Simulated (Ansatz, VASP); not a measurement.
One calculation of Sc, two programs

```
CELL_PARAMETERS angstrom
3.25271 0.00000 0.00000
-1.62635 2.81693 0.00000
0.00000 0.00000 5.17869
ATOMIC_POSITIONS crystal
Sc 0.33333 0.66667 0.25000
Sc 0.66667 0.33333 0.75000
```

Change from the starting cell: volume scaled by 0.95, crystal datasets.

Alike in both runs: task electric field gradients; functional PBE; k mesh 13 × 13 × 7; occupations fermi-dirac, width 0.03 eV; no spin polarisation.

|  | VASP | Ansatz |
| --- | --- | --- |
| version | VASP 6.6.1 | Ansatz 0.2.0 |
| potentials or method | VASP PAW PBE potentials, release 64 (Sc_sv), cutoff 520 eV | all-electron PAW with datasets made for the crystal, scalar-relativistic |

VASP gave:

```
pressure (GPa)                                                : 2.3
traceless stress, the component that is largest in VASP (GPa) : -1.30
size of Vzz on the site where it differs most (V/Å²)          : 10.8
```

**Question.** Estimate Ansatz's values.

**Answer.** Pressure (GPa): 2.3; traceless stress, the component that is largest in VASP (GPa): -1.30; size of Vzz on the site where it differs most (V/Å²): 10.2.

Ansatz ran all-electron here, and VASP with PAW potentials.
